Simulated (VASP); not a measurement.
Input of a VASP 6.6.1 run:

INCAR

```
SYSTEM = AlP
PREC     = Accurate       ! precision mode
ENCUT    = 520            ! plane-wave cutoff, eV
EDIFF    = 1E-7           ! SCF threshold, eV
ISMEAR   = 0              ! smearing method
SIGMA    = 0.05           ! smearing width, eV
LREAL    = .False.        ! projectors in reciprocal space
LASPH    = .True.         ! aspherical terms in the spheres
NELM     = 100            ! most SCF steps
ALGO     = Normal         ! electronic algorithm
ISIF     = 2              ! what is computed and relaxed
LWAVE    = .False.        ! write WAVECAR
LCHARG   = .False.        ! write CHGCAR
LDIPOL   = .True.       
IDIPOL   = 3            
DIPOL    = 0.5 0.5 0.500
GGA      = PE             ! functional
IBRION   = 2              ! ionic algorithm
NSW      = 80             ! ionic steps
EDIFFG   = -0.02          ! ionic threshold
```

File KPOINTS:

```
Automatic mesh
0
Gamma
  9 9 1
  0 0 0
```

POSCAR

```
AlP
1.0
    3.8938964361      0.0000000000      0.0000000000
   -1.9469482181      3.3722132334      0.0000000000
    0.0000000000      0.0000000000     25.3328976613
P Al
4 4
Direct
    0.0000000000      0.0000000000      0.2960577231
    0.3333333333      0.6666666667      0.4215606627
    0.6666666667      0.3333333333      0.5470636024
    0.0000000000      0.0000000000      0.6725665420
    0.3333333333      0.6666666667      0.3274334580
    0.6666666667      0.3333333333      0.4529363976
    0.0000000000      0.0000000000      0.5784393373
    0.3333333333      0.6666666667      0.7039422769
```

Potentials or basis: VASP PAW PBE potentials, release 64 (P, Al).

Launch:

```console
$ cat potpaw_PBE.64/P/POTCAR potpaw_PBE.64/Al/POTCAR > POTCAR
$ mpirun -np 1 vasp_std > vasp.out
```

Task: Predict the energy gained by relaxing.

Result: 14.5 meV/atom.

Task: Estimate the band gap on the k mesh.

Result: Zero (filled and empty bands touch).

Final structure:
```yaml
crystal:
  lattice:
    - [3.89390, 0.00000, 0.00000]
    - [-1.94695, 3.37221, 0.00000]
    - [0.00000, 0.00000, 25.33290]
  atoms:
    - { symbol: P, position: [0.00000, 0.00000, 0.29948] }
    - { symbol: P, position: [0.33333, 0.66667, 0.42282] }
    - { symbol: P, position: [0.66667, 0.33333, 0.54847] }
    - { symbol: P, position: [0.00000, 0.00000, 0.67533] }
    - { symbol: Al, position: [0.33333, 0.66667, 0.32445] }
    - { symbol: Al, position: [0.66667, 0.33333, 0.45122] }
    - { symbol: Al, position: [0.00000, 0.00000, 0.57737] }
    - { symbol: Al, position: [0.33333, 0.66667, 0.70087] }
```
